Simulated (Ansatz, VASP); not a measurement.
**Rb in VASP and in Ansatz**

Contents of POSCAR:

```
Rb
1.0
    5.0378499954      0.0000000000      0.0000000000
   -2.5189249977      4.3629060764      0.0000000000
    0.0000000000      0.0000000000      8.3337199443
Rb
2
Direct
    0.3333333333      0.6666666667      0.2500000000
    0.6666666667      0.3333333333      0.7500000000
```

INCAR.step1

```
PREC     = Accurate       # precision mode
ENCUT    = 520            # plane-wave cutoff, eV
ISMEAR   = -1             # smearing method
SIGMA    = 0.1            # smearing width, eV
LREAL    = F              # projectors in reciprocal space
LASPH    = T              # aspherical terms in the spheres
NELM     = 60             # most SCF steps
NBANDS   = 16             # bands
GGA      = PE             # functional
ALGO     = Normal         # electronic algorithm
EDIFF    = 1E-4           # SCF threshold, eV
LWAVE    = T              # write WAVECAR
LCHARG   = F              # write CHGCAR
```

The input INCAR.step2:

```
PREC     = Accurate       # precision mode
ENCUT    = 520            # plane-wave cutoff, eV
EDIFF    = 1E-6           # SCF threshold, eV
ISMEAR   = -1             # smearing method
SIGMA    = 0.1            # smearing width, eV
LREAL    = F              # projectors in reciprocal space
LASPH    = T              # aspherical terms in the spheres
NELM     = 60             # most SCF steps
ALGO     = Normal         # electronic algorithm
ISIF     = 2              # what is computed and relaxed
LWAVE    = F              # write WAVECAR
LCHARG   = F              # write CHGCAR
METAGGA  = R2SCAN         # meta-GGA
LMIXTAU  = T            
NBANDS   = 16             # bands
ISTART   = 1
```

The input KPOINTS:

```
Automatic mesh
0
Gamma
  8 8 5
```

Input for Ansatz:

```yaml
crystal:
  lattice:
    - [5.0378499954, 0.0, 0.0]
    - [-2.5189249977, 4.3629060764, 0.0]
    - [0.0, 0.0, 8.3337199443]
  atoms:
    - { symbol: Rb, position: [0.3333333333, 0.6666666667, 0.25] }
    - { symbol: Rb, position: [0.6666666667, 0.3333333333, 0.75] }
hamiltonian:
  xc: r2scan
  pseudopotentials:
    kind: paw
    azcp:
      Rb: "pseudopotentials/Rb.paw.azcp"
basis:
  ecutwfc: 500
  fft_grid_basis: typed
kpoints:
  mp_grid: { grid: [8, 8, 5], shift: [0, 0, 0] }
magnetization:
  spin_polarized: false
scf:
  occupations: { method: fermi_dirac, width: 0.1 }
  lower_state_search: "off"
output:
  stress: true
```

Alike in both runs: task single point; functional r2SCAN; k mesh 8 × 8 × 5; occupations fermi-dirac, width 0.1 eV; no spin polarisation.

```csv
,VASP,Ansatz
version,VASP 6.6.1,Ansatz 0.2.0
potentials or method,"VASP PAW PBE potentials, release 64 (Rb_sv), cutoff 520 eV","plane waves (500 eV) with PAW, scalar-relativistic"
valence electrons in the cell,18,18
```

|  | VASP | Ansatz | Ansatz less VASP |
| --- | --- | --- | --- |
| pressure (GPa) | 0.1 | 0.1 | 0.00 |

VASP's potentials were made for PBE, not for r2SCAN. The functional is the same, so the differences come from potentials, cutoffs and numerics.
